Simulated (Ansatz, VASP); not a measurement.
# Ba in VASP and in Ansatz

File INCAR:

```
PREC = Accurate ; ENCUT = 520
EDIFF = 1E-6 ; ISMEAR = -1
SIGMA = 0.1 ; LREAL = False
LASPH = True ; NELM = 100
ALGO = Normal ; ISIF = 2
LWAVE = False ; LCHARG = False
GGA = PS ; NBANDS = 11
```

KPOINTS

```
Automatic mesh
0
Gamma
  10 10 10
```

POSCAR

```
Ba
1.0
    0.0000000000      3.0394643265      3.0394643265
    3.0394643265      0.0000000000      3.0394643265
    3.0394643265      3.0394643265      0.0000000000
Ba
1
Direct
    0.0000000000      0.0000000000      0.0000000000
```

Input for Ansatz:

```yaml
crystal:
  lattice:
    - [0.0, 3.0394643265, 3.0394643265]
    - [3.0394643265, 0.0, 3.0394643265]
    - [3.0394643265, 3.0394643265, 0.0]
  atoms:
    - { symbol: Ba, position: [0.0, 0.0, 0.0] }
hamiltonian:
  xc: pbesol
  pseudopotentials:
    kind: paw
    azcp:
      Ba: "pseudopotentials/Ba.paw.azcp"
basis:
  ecutwfc: 420
  fft_grid_basis: typed
kpoints:
  mp_grid: { grid: [10, 10, 10], shift: [0, 0, 0] }
magnetization:
  spin_polarized: false
scf:
  occupations: { method: fermi_dirac, width: 0.1 }
  lower_state_search: "off"
output:
  stress: true
```

Alike in both runs: task single point; functional PBEsol; k mesh 10 × 10 × 10; occupations fermi-dirac, width 0.1 eV; no spin polarisation.

|  | VASP | Ansatz |
| --- | --- | --- |
| version | VASP 6.6.1 | Ansatz 0.2.0 |
| potentials or method | VASP PAW PBE potentials, release 64 (Ba_sv), cutoff 520 eV | plane waves (420 eV) with PAW, scalar-relativistic |
| valence electrons in the cell | 10 | 10 |

|  | VASP | Ansatz | Ansatz less VASP |
| --- | --- | --- | --- |
| pressure (GPa) | 0.4 | 0.4 | -0.09 |

VASP's potentials were made for PBE, not for PBEsol, and Ansatz warns of the same on its side. With one functional, cell and mesh, what is left measures potentials, basis and numerics.

Spin-orbit coupling is off throughout.
